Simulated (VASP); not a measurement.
Set up this calculation in VASP 6.6.1, as the native input.

- Task: single point
- Functional: LDA
- Potentials or basis: VASP PAW LDA potentials, release 64 (Hf_pv, O)
- Cutoff: 600 eV
- k mesh: 8 × 8 × 8
- Occupations: fermi-dirac, width 0.01 eV
- Spin: no spin polarisation
- Dipole correction: no
- Further INCAR settings: ALGO = Normal; EDIFF = 1e-06; NBANDS = 18

The structure of HfO2 lies in POSCAR:

```
HfO2
1.0
   -0.0255750000      2.5447125000      2.5447125000
    2.5447125000     -0.0255750000      2.5447125000
    2.5447125000      2.5447125000     -0.0255750000
Hf O
1 2
Direct
    0.0000000000      0.0000000000      0.0000000000
    0.2500000000      0.2500000000      0.2500000000
    0.7500000000      0.7500000000      0.7500000000
```

This cell differs from its parent crystal: equal xy, yz and zx shear strains of -1 %.

These files were run (other wordings do the same):

INCAR

```
ALGO     = Normal         # electronic algorithm
EDIFF    = 1E-6           # SCF threshold, eV
ENCUT    = 600            # plane-wave cutoff, eV
GGA_COMPAT= False        
ISIF     = 2              # what is computed and relaxed
ISMEAR   = -1             # smearing method
LASPH    = True           # aspherical terms in the spheres
LCHARG   = True           # write CHGCAR
LELF     = True           # ELF
LREAL    = False          # projectors in reciprocal space
LVHAR    = True         
LWAVE    = False          # write WAVECAR
NBANDS   = 18             # bands
NELM     = 120            # most SCF steps
PREC     = Accurate       # precision mode
SIGMA    = 0.01           # smearing width, eV
```

KPOINTS

```
k-points
0
Gamma
  8 8 8
```

Potentials or basis: VASP PAW LDA potentials, release 64 (Hf_pv, O).

Command:

```console
$ cat potpaw_LDA.64/Hf_pv/POTCAR potpaw_LDA.64/O/POTCAR > POTCAR
$ mpirun -np 1 vasp_std > vasp.out
```

Results of the run:

```yaml
Pressure: -19.5 GPa
Largest_force: 0.086 eV/Å
Band_gap_on_the_k_mesh: 3.53 eV
```

Caveat: the cell differs from its parent crystal (equal xy, yz and zx shear strains of -1 %); the cell stands under tension; spin-orbit coupling is left out, which moves the levels of the heavy elements.

Wall time 47 s on 1 thread of Intel(R) Xeon(R) Platinum 8488C (Sapphire Rapids) (shared host), peak memory 0.18 GiB.
